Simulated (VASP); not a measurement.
Runs of VASP 6.6.1 on In. The structure is that of space group Pm-3m (No. 221), or close to it. The cells are those of the table. 

| cell | gap on the mesh (eV) | pressure (GPa) |
| --- | --- | --- |
| a = 2.847 Å, 1 atom | none | 8.2 |
| a = 2.358 Å, 1 atom | none | 192.2 |
| a = 2.242 Å, 1 atom | none | 342.4 |
| a = 2.612 Å, 1 atom | none | (b) |
| a = 2.971 Å, 1 atom | none | 0.1 |
| a = 2.735 Å, 1 atom | none | (a) |

Alike in all rows: task single point; level LDA; potentials or basis VASP PAW LDA potentials, release 64 (In_d); no spin polarisation; k mesh 14 × 14 × 14; cutoff (eV) 520; smearing fermi-dirac 0.05 eV.

Q: Fill in the values left out.

A: (a) 21.7; (b) 48.3.

Caveats: spin-orbit coupling is left out, which moves the levels of the heavy elements.

A k mesh can miss the band edges, and the runs leave out spin-orbit coupling on In.

A gap of «none» marks levels without a gap at the run's occupations.
